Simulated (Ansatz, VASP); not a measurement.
Two plane-wave programs on GaSb

Contents of INCAR:

```
SYSTEM = GaSb
PREC = Accurate ; ENCUT = 520
EDIFF = 1E-6 ; ISMEAR = 0
SIGMA = 0.01 ; LREAL = .FALSE.
LASPH = .TRUE. ; NELM = 80
ALGO = Normal ; ISIF = 2
LWAVE = .FALSE. ; LCHARG = .FALSE.
GGA = PS ; NBANDS = 16
```

File KPOINTS:

```
Automatic mesh
0
G
  10 10 10
  0 0 0
```

File POSCAR:

```
GaSb
1.0
    0.0000000000      3.0480000000      3.0480000000
    3.0480000000      0.0000000000      3.0480000000
    3.0480000000      3.0480000000      0.0000000000
Ga Sb
1 1
Direct
    0.0000000000      0.0000000000      0.0000000000
    0.2500000000      0.2500000000      0.2500000000
```

Input for Ansatz:

```yaml
crystal:
  lattice:
    - [0.0, 3.048, 3.048]
    - [3.048, 0.0, 3.048]
    - [3.048, 3.048, 0.0]
  atoms:
    - { symbol: Ga, position: [0.0, 0.0, 0.0] }
    - { symbol: Sb, position: [0.25, 0.25, 0.25] }
basis:
  ecutwfc: 420
kpoints:
  mp_grid: { grid: [10, 10, 10] }
  band_path:
    path:
      - [0.0, 0.0, 0.0]
      - [0.0, 0.0, 0.0]
      - [0.4150166802, 0.4150166802, 0.0]
      - [0.5, 0.5, 0.5]
      - [0.0058212512, 0.0058212512, 0.0]
      - [-0.0058212512, -0.0058212512, 0.0]
      - [0.0067218019, 0.0067218019, 0.0067218019]
      - [-0.0067218019, -0.0067218019, -0.0067218019]
      - [0.0058212512, 0.0058212512, 0.0]
      - [-0.0058212512, -0.0058212512, 0.0]
      - [0.4208379314, 0.4208379314, 0.0]
      - [0.409195429, 0.409195429, 0.0]
      - [0.4150166802, 0.4208379314, 0.0058212512]
      - [0.4150166802, 0.409195429, -0.0058212512]
      - [0.5067218019, 0.5067218019, 0.5067218019]
      - [0.4932781981, 0.4932781981, 0.4932781981]
      - [0.4958837538, 0.5041162462, 0.5]
      - [0.5041162462, 0.4958837538, 0.5]
    npoints: 1
hamiltonian:
  xc: pbesol
  pseudopotentials: { kind: paw, azcp: { folder: soft_1 } }
scf:
  occupations: { method: gaussian, width: 0.01 }
  n_extra_bands: 5
output:
  forces: true
  stress: true
  eigenvalues: true
```

Alike in both runs: task single point; functional PBEsol; k mesh 10 × 10 × 10; occupations gaussian, width 0.01 eV; no spin polarisation.

|  | VASP | Ansatz |
| --- | --- | --- |
| version | VASP 6.6.1 | Ansatz 0.2.0 |
| potentials or method | VASP PAW PBE potentials, release 64 (Ga_d, Sb), cutoff 520 eV | scalar-relativistic, plane waves, PAW |
| valence electrons in the cell | 18 | 28 |

VASP gave:

- gap on the k mesh at the Fermi level (eV): 0.07
- least direct gap on the mesh (eV): 0.07
- pressure (GPa): 0.5

Q: Estimate Ansatz's values.

A: gap on the k mesh at the Fermi level (eV): 0.06; least direct gap on the mesh (eV): 0.06; pressure (GPa): 0.4.

VASP's potentials were made for PBE, not for PBEsol, and Ansatz warns of the same on its side. VASP's potentials hold 18 valence electrons a cell and Ansatz's 28, so a difference there can come from the potentials and not from the codes.

Spin-orbit coupling is off throughout.
